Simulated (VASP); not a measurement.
# Hf2ZrGe3: single point with PBE

Hf2ZrGe3:

```
Zr Hf Ge
1.0
     0.00000    0.00000   -3.88778
     5.68277   -5.06299    0.00000
    -5.68277   -5.06299    0.00000
Zr Hf Ge
2 4 6
Cartesian
  0.0000 -1.4417 -2.9158
  0.0000 -8.6843 -0.9719
  1.8928 -3.6254 -0.9719
  1.8928 -6.5006 -2.9158
  -1.8928 -6.5006 -2.9158
  -1.8928 -3.6254 -0.9719
  3.7755 -4.1553 -2.9158
  3.7755 -5.9707 -0.9719
  0.0000 -5.9695 -0.9719
  0.0000 -4.1565 -2.9158
  -3.7755 -5.9707 -0.9719
  -3.7755 -4.1553 -2.9158
```

- Program: VASP 6.6.1
- Task: single point
- Functional: PBE
- Potentials or basis: VASP PAW PBE potentials, release 64 (Zr_sv, Hf_pv, Ge_d)
- Cutoff: 520 eV
- k mesh: 6 × 4 × 4
- Occupations: gaussian, width 0.2 eV
- Spin: no spin polarisation

The pressure is -0.1 GPa, the largest force is 0.026 eV/Å and the band gap on the k mesh is zero (bands 74 and 75 overlap by 0.42 eV).

Forces in eV/Å, atoms in the order of the input:
```
Zr   0.000 -0.017  0.000
Zr   0.000  0.017  0.000
Hf   0.002  0.010  0.000
Hf   0.002 -0.010  0.000
Hf  -0.002 -0.010  0.000
Hf  -0.002  0.010  0.000
Ge  -0.026  0.001  0.000
Ge  -0.026 -0.001  0.000
Ge   0.000  0.022  0.000
Ge   0.000 -0.022  0.000
Ge   0.026 -0.001  0.000
Ge   0.026  0.001  0.000
```

Stress tensor (GPa, compression positive):
```
-0.03  0.00  0.00
 0.00 -0.29  0.00
 0.00  0.00  0.13
```

Levels at points of the mesh, in eV from the Fermi level:
| k point | band 70 | band 71 | band 72 | band 73 | band 74 | band 75 | band 76 | band 77 | band 78 | band 79 |
| --- | --- | --- | --- | --- | --- | --- | --- | --- | --- | --- |
| (0.00, 0.00, 0.00) | -1.08 | -0.72 | -0.57 | -0.51 | -0.39 | -0.18 | 0.03 | 0.14 | 0.97 | 1.01 |
| (0.50, 0.00, 0.00) | -2.43 | -1.19 | -1.19 | -1.17 | -1.17 | 0.73 | 0.73 | 0.81 | 0.81 | 2.39 |
| (0.00, 0.50, 0.00) | -0.44 | -0.40 | -0.36 | -0.32 | -0.13 | 0.18 | 0.26 | 0.61 | 0.61 | 0.94 |
| (0.50, 0.50, 0.00) | -1.76 | -1.75 | -1.75 | -1.69 | -1.69 | 1.46 | 1.46 | 1.59 | 1.59 | 2.33 |
| (0.00, 0.50, 0.50) | -1.15 | -1.12 | -0.19 | -0.11 | -0.08 | 0.02 | 0.56 | 0.73 | 0.83 | 0.85 |
| (0.50, 0.50, 0.50) | -1.89 | -1.85 | -1.85 | -1.35 | -1.35 | 1.08 | 1.08 | 1.38 | 1.38 | 1.78 |

It took 12 min on 1 thread of Intel(R) Xeon(R) Platinum 8375C CPU @ 2.90GHz (Ice Lake), with other jobs on the host, peak memory 0.58 GiB.

Caveat: spin-orbit coupling is left out, which moves the levels of the heavy elements.
